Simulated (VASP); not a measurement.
# Ge5Pd (F-43m) in VASP: notebook

Runs on Ge5Pd. Level: PBE. Tasks: single point, relaxation of cell and atoms.

Program: VASP 6.6.1. These are calculated values, not measurements. Logs are shortened: lines on timing, memory, paths and dates and some standing lists are left out, and cuts for length are marked.

**1. The cell of the first run**

The structure is cubic, space group F-43m (No. 216). The conventional cell has a = 7.764 Å, b = 7.764 Å, c = 7.764 Å, α = 90.00°, β = 90.00°, γ = 90.00°. Within 4.2 Å of Ge (site symmetry -43m) lie 12 Ge at 3.22 Å and 4 Pd at 3.36 Å. Ge (site symmetry 3m) has 9 Ge at 2.74 to 3.22 Å and 3 Pd at 3.22 Å within 3.6 Å. Pd (site symmetry -43m) has 16 Ge at 3.22 to 3.36 Å within 4.2 Å.

**2. Single point, PBE**

INCAR reads:

```
SYSTEM = Ge5Pd
ALGO     = Normal         ! electronic algorithm
EDIFF    = 1E-6           ! SCF threshold, eV
ENCUT    = 520            ! plane-wave cutoff, eV
GGA      = PE             ! functional
ISIF     = 2              ! what is computed and relaxed
ISMEAR   = 0              ! smearing method
LASPH    = .True.         ! aspherical terms in the spheres
LCHARG   = .True.         ! write CHGCAR
LELF     = .True.         ! ELF
LREAL    = .False.        ! projectors in reciprocal space
LVHAR    = .True.       
LWAVE    = .False.        ! write WAVECAR
NBANDS   = 49             ! bands
NELM     = 100            ! most SCF steps
PREC     = Accurate       ! precision mode
SIGMA    = 0.1            ! smearing width, eV
```

KPOINTS reads:

```
k-points
0
Gamma
  8 8 8
  0 0 0
```

POSCAR reads:

```
Ge5Pd
1.0
    0.0000000000      3.8820806718      3.8820806718
    3.8820806718      0.0000000000      3.8820806718
    3.8820806718      3.8820806718      0.0000000000
Ge Pd
5 1
Direct
    0.2500000000      0.2500000000      0.2500000000
    0.1245931569      0.6251356144      0.6251356144
    0.6251356144      0.6251356144      0.6251356144
    0.6251356144      0.1245931569      0.6251356144
    0.6251356144      0.6251356144      0.1245931569
    0.0000000000      0.0000000000      0.0000000000
```

Potentials or basis: VASP PAW PBE potentials, release 64 (Ge_d, Pd).

The run is started by

```
$ cat potpaw_PBE.64/Ge_d/POTCAR potpaw_PBE.64/Pd/POTCAR > POTCAR
$ mpirun -np 1 vasp_std > vasp.out
```

OUTCAR:

```text
SYSTEM = Ge5Pd
   EDIFF = 1E-6
   ENCUT = 520
   GGA = PE
   ISIF = 2
   ISMEAR = 0
   LASPH = .True.
   LREAL = .False.
   NELM = 100
   PREC = Accurate

 ion  position               nearest neighbor table
   1  0.250  0.250  0.250-
   2  0.125  0.625  0.625-   3 2.74   4 2.74   5 2.74   3 2.75   5 2.75   4 2.75
   3  0.625  0.625  0.625-   2 2.74   4 2.74   5 2.74   5 2.75   4 2.75   2 2.75
   4  0.625  0.125  0.625-   2 2.74   3 2.74   5 2.74   5 2.75   3 2.75   2 2.75
   5  0.625  0.625  0.125-   2 2.74   3 2.74   4 2.74   3 2.75   4 2.75   2 2.75
   6  0.000  0.000  0.000-

  LATTYP: Found a face centered cubic cell.
 ALAT       =     7.7641613436

  Lattice vectors:

 A1 = (   0.0000000000,   3.8820806718,   3.8820806718)
 A2 = (   3.8820806718,   0.0000000000,   3.8820806718)
 A3 = (   3.8820806718,   3.8820806718,   0.0000000000)

Analysis of symmetry for initial positions (statically):
=====================================================================
 Subroutine PRICEL returns:
 Original cell was already a primitive cell.

 Routine SETGRP: Setting up the symmetry group for a
 face centered cubic supercell.

 Subroutine GETGRP returns: Found 24 space group operations
 (whereof 24 operations were pure point group operations)
 out of a pool of 48 trial point group operations.

The static configuration has the point symmetry T_d .

Analysis of symmetry for dynamics (positions and initial velocities):
=====================================================================
 Subroutine PRICEL returns:
 Original cell was already a primitive cell.

 Routine SETGRP: Setting up the symmetry group for a
 face centered cubic supercell.

 Subroutine GETGRP returns: Found 24 space group operations
 (whereof 24 operations were pure point group operations)
 out of a pool of 48 trial point group operations.

The dynamic configuration has the point symmetry T_d .

 Subroutine INISYM returns: Found 24 space group operations
 (whereof 24 operations are pure point group operations),
 and found     1 'primitive' translations

----------------------------------------------------------------------------------------

                                     Primitive cell

  volume of cell :     117.0102

  direct lattice vectors                    reciprocal lattice vectors
     0.000000000  3.882080672  3.882080672    -0.128796911  0.128796911  0.128796911
     3.882080672  0.000000000  3.882080672     0.128796911 -0.128796911  0.128796911
     3.882080672  3.882080672  0.000000000     0.128796911  0.128796911 -0.128796911

  length of vectors
     5.490091136  5.490091136  5.490091136     0.223082794  0.223082794  0.223082794

  position of ions in fractional coordinates (direct lattice)
     0.250000000  0.250000000  0.250000000
     0.124593157  0.625135614  0.625135614
     0.625135614  0.625135614  0.625135614
     0.625135614  0.124593157  0.625135614
     0.625135614  0.625135614  0.124593157
     0.000000000  0.000000000  0.000000000

  ion indices of the primitive-cell ions
   primitive index   ion index
                 1           1
                 2           2
                 3           3
                 4           4
                 5           5
                 6           6

----------------------------------------------------------------------------------------

 KPOINTS: k-points

Automatic generation of k-mesh.
 Grid dimensions read from file:
 generate k-points for:    8    8    8

 Generating k-lattice:

  Cartesian coordinates                     Fractional coordinates (reciprocal lattice)
    -0.016099614  0.016099614  0.016099614     0.125000000  0.000000000  0.000000000
     0.016099614 -0.016099614  0.016099614     0.000000000  0.125000000  0.000000000
     0.016099614  0.016099614 -0.016099614     0.000000000  0.000000000  0.125000000

  Length of vectors
     0.027885349  0.027885349  0.027885349

  Shift w.r.t. Gamma in fractional coordinates (k-lattice)
     0.000000000  0.000000000  0.000000000

 Subroutine IBZKPT returns following result:
 ===========================================

 Found     29 irreducible k-points:

 Following reciprocal coordinates:
            Coordinates               Weight
  0.000000  0.000000  0.000000      1.000000
  0.125000  0.000000  0.000000      8.000000
  0.250000  0.000000  0.000000      8.000000
  0.375000  0.000000  0.000000      8.000000
  0.500000  0.000000  0.000000      4.000000
  0.125000  0.125000  0.000000      6.000000
[... 16 lines left out ...]
  0.500000  0.250000  0.125000     48.000000
 -0.375000  0.250000  0.125000     24.000000
 [... further k-points ...]
   k-points           NKPTS =     29   k-points in BZ     NKDIM =     29   number of bands    NBANDS=     49
   number of dos      NEDOS =    301   number of ions     NIONS =      6
   total plane-waves  NPLWV =  74088
   dimension x,y,z NGX =    42 NGY =   42 NGZ =   42
   dimension x,y,z NGXF=    84 NGYF=   84 NGZF=   84
   ions per type =               5   1
   NGX,Y,Z   is equivalent  to a cutoff of  12.72, 12.72, 12.72 a.u.
   NGXF,Y,Z  is equivalent  to a cutoff of  25.44, 25.44, 25.44 a.u.
 SYSTEM =  Ge5Pd
   PREC   = accura    normal or accurate (medium, high low for compatibility)
   ISTART =      0    job   : 0-new  1-cont  2-samecut
   ICHARG =      2    charge: 1-file 2-atom 10-const
   ISPIN  =      1    spin polarized calculation?
   LNONCOLLINEAR =      F non collinear calculations
   LSORBIT =      F    spin-orbit coupling
   LASPH  =      T    aspherical Exc in radial PAW
   ENCUT  =  520.0 eV  38.22 Ry    6.18 a.u.  10.21 10.21 10.21*2*pi/ulx,y,z
   NELM   =    100;   NELMIN=  2; NELMDL= -5     # of ELM steps
   EDIFF  = 0.1E-05   stopping-criterion for ELM
   LREAL  =      F    real-space projection
[... 7 lines left out ...]
   TEBEG  =    0.0;   TEEND  =   0.0 temperature during run
   PSTRESS=    0.0 pullay stress
   NELECT =      80.0000    total number of electrons
   NUPDOWN=      -1.0000    fix difference up-down
   EMIN   =  10.00;   EMAX   =-10.00  energy-range for DOS
   EFERMI =   0.00;   METHOD = LEGACY
   ISMEAR =     0;   SIGMA  =   0.10  broadening in eV -4-tet -1-fermi 0-gaus
   EFERMI_NEDOS =   21; number of points for ismear=-14 and -15
   IALGO  =     38    algorithm
   IMIX   =      4    mixing-type and parameters
     AMIX     =   0.40;   BMIX     =  1.00
     AMIX_MAG =   1.60;   BMIX_MAG =  1.00
  volume/ion in A,a.u.               =      19.50       131.60
  Fermi-wavevector in a.u.,A,eV,Ry     =   1.442216  2.725393 28.299936  2.079987
  Thomas-Fermi vector in A             =   2.560761
   LORBIT       =      0    0 simple, 1 ext, 2 COOP (PROOUT), +10 PAW based schemes
   GGA     = PE    functional components
   LHFCALC =     F    Hartree Fock is set to
   AEXX    =    0.0000 exact exchange contribution
   IVDW    =     0    specifies the selected vdW correction
   LEPSILON=     F    determine dielectric tensor
   LRPA    =     F    only Hartree local field effects (RPA)
 non-spin polarized calculation
 Gauss-broadening in eV      SIGMA  =   0.10
  energy-cutoff  :      520.00
  volume of cell :      117.01
 maximum number of plane-waves:      3180
 NGX is ok and might be reduce to    42
   NGX = 21   NGY = 21   NGZ = 21

 number of electron      80.0000038 magnetization

 Free energy of the ion-electron system (eV)
  ---------------------------------------------------
  ext. energy  EPLUGINS =         0.00000000
  ---------------------------------------------------
  free energy    TOTEN  =       -25.49504643 eV

  energy without entropy =      -25.47796646  energy(sigma->0) =      -25.48650645

 E-fermi :   6.5330     XC(G=0): -11.1512

 val. band max:        6.5056596130   @ k =   0.2500   0.1250   0.0000
 cond. band min:       6.5444984378   @ k =  -0.2500   0.3750   0.1250
 fundamental gap:      0.0388388248
 Fermi energy:         6.5329907320

 k-point     1 :       0.0000    0.0000    0.0000
  band No.  band energies     occupation
      1     -18.4217      2.00000
      2     -18.4217      2.00000
      3     -18.4200      2.00000
      4     -18.4200      2.00000
      5     -18.4200      2.00000
      6     -18.3990      2.00000
[... 41 lines left out ...]
     48      13.0640      0.00000
     49      13.2356      0.00000

 k-point     2 :       0.1250    0.0000    0.0000
  band No.  band energies     occupation
      1     -18.4218      2.00000
      2     -18.4218      2.00000
      3     -18.4201      2.00000
      4     -18.4200      2.00000
      5     -18.4200      2.00000
      6     -18.3933      2.00000
[... 41 lines left out ...]
     48      12.1543      0.00000
     49      13.1024      0.00000

 k-point     3 :       0.2500    0.0000    0.0000
  band No.  band energies     occupation
      1     -18.4220      2.00000
      2     -18.4220      2.00000
      3     -18.4204      2.00000
      4     -18.4200      2.00000
      5     -18.4200      2.00000
      6     -18.3796      2.00000
[... 41 lines left out ...]
     48      10.8250      0.00000
     49      13.2040      0.00000

 k-point     4 :       0.3750    0.0000    0.0000
  band No.  band energies     occupation
      1     -18.4223      2.00000
      2     -18.4223      2.00000
      3     -18.4206      2.00000
      4     -18.4199      2.00000
      5     -18.4199      2.00000
      6     -18.3680      2.00000
[... 977 lines left out ...]
     48      11.6679      0.00000
     49      12.5464      0.00000

 k-point    23 :       0.5000    0.2500    0.1250
  band No.  band energies     occupation
      1     -18.4228      2.00000
      2     -18.4224      2.00000
      3     -18.4208      2.00000
      4     -18.4203      2.00000
      5     -18.4195      2.00000
      6     -18.3518      2.00000
[... 41 lines left out ...]
     48      11.3615      0.00000
     49      11.5516      0.00000

 k-point    24 :      -0.3750    0.2500    0.1250
  band No.  band energies     occupation
      1     -18.4229      2.00000
      2     -18.4225      2.00000
      3     -18.4209      2.00000
      4     -18.4203      2.00000
      5     -18.4195      2.00000
      6     -18.3477      2.00000
[... 41 lines left out ...]
     48      10.8128      0.00000
     49      11.5732      0.00000

 [... further k-points ...]
[... 5 lines left out ...]
  --------------------------------------------------------------------------------------
  -------------------------------------------------------------------------------------
  Total        0.0160172      0.0160172      0.0160172     -0.0000000     -0.0000000     -0.0000000
  in kB        0.2193178      0.2193178      0.2193178     -0.0000000     -0.0000000     -0.0000000
  external PRESSURE =       0.2193178 kB  Pullay stress =       0.0000000 kB

 VOLUME and BASIS-vectors are now :
 -----------------------------------------------------------------------------
  energy-cutoff  :      520.00
  volume of cell :      117.01
      direct lattice vectors                 reciprocal lattice vectors
     0.000000000  3.882080672  3.882080672    -0.128796911  0.128796911  0.128796911
     3.882080672  0.000000000  3.882080672     0.128796911 -0.128796911  0.128796911
     3.882080672  3.882080672  0.000000000     0.128796911  0.128796911 -0.128796911

 POSITION                                       TOTAL-FORCE (eV/Angst)
 -----------------------------------------------------------------------------------
      1.94104      1.94104      1.94104         0.000000      0.000000      0.000000
      4.85365      2.91051      2.91051         0.000138     -0.000138     -0.000138
      4.85365      4.85365      4.85365         0.000138      0.000138      0.000138
      2.91051      4.85365      2.91051        -0.000138      0.000138     -0.000138
      2.91051      2.91051      4.85365        -0.000138     -0.000138      0.000138
      0.00000      0.00000      0.00000         0.000000      0.000000      0.000000
 -----------------------------------------------------------------------------------
    total drift:                               -0.000000     -0.000000     -0.000000

  FREE ENERGIE OF THE ION-ELECTRON SYSTEM (eV)
  ---------------------------------------------------
  free  energy   TOTEN  =       -25.4950464320 eV

  energy  without entropy=      -25.4779664601  energy(sigma->0) =      -25.48650645
```

Run time: 2.1 min. Hardware: 1 thread of Intel Xeon Platinum 8488C (Sapphire Rapids), shared host; peak memory 0.32 GiB.

Results:

```
Free energy            : -25.4950 eV
Pressure               : 0.0 GPa
Band gap on the k mesh : zero (band 40 reaches 7.32 eV, above the bottom of band 41 at 5.94 eV)
```

[end of part 1 of 2]
